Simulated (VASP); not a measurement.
Input of a VASP 6.6.1 run:

INCAR

```
PREC     = Accurate       # precision mode
ENCUT    = 520            # plane-wave cutoff, eV
EDIFF    = 1E-6           # SCF threshold, eV
ISMEAR   = -1             # smearing method
SIGMA    = 0.1            # smearing width, eV
LREAL    = F              # projectors in reciprocal space
LASPH    = T              # aspherical terms in the spheres
NELM     = 60             # most SCF steps
ALGO     = Normal         # electronic algorithm
ISIF     = 2              # what is computed and relaxed
LWAVE    = F              # write WAVECAR
LCHARG   = T              # write CHGCAR
GGA      = RE             # functional
LELF     = T              # ELF
LVHAR    = T            
NBANDS   = 8              # bands
```

Contents of KPOINTS:

```
Automatic mesh
0
Gamma
  14 14 14
```

POSCAR

```
As
1.0
    0.0000000000      2.1121377397      2.1121377397
    2.1121377397      0.0000000000      2.1121377397
    2.1121377397      2.1121377397      0.0000000000
As
1
Direct
    0.0000000000      0.0000000000      0.0000000000
```

Potentials or basis: VASP PAW PBE potentials, release 64 (As).

Launch:

```bash
$ cat potpaw_PBE.64/As/POTCAR > POTCAR
$ mpirun -np 1 vasp_std > vasp.out
```

**Question.** Predict the pressure.

**Answer.** 3.2 GPa.

Caveat: the PAW data sets were made with another functional, which shifts forces and pressure a little.
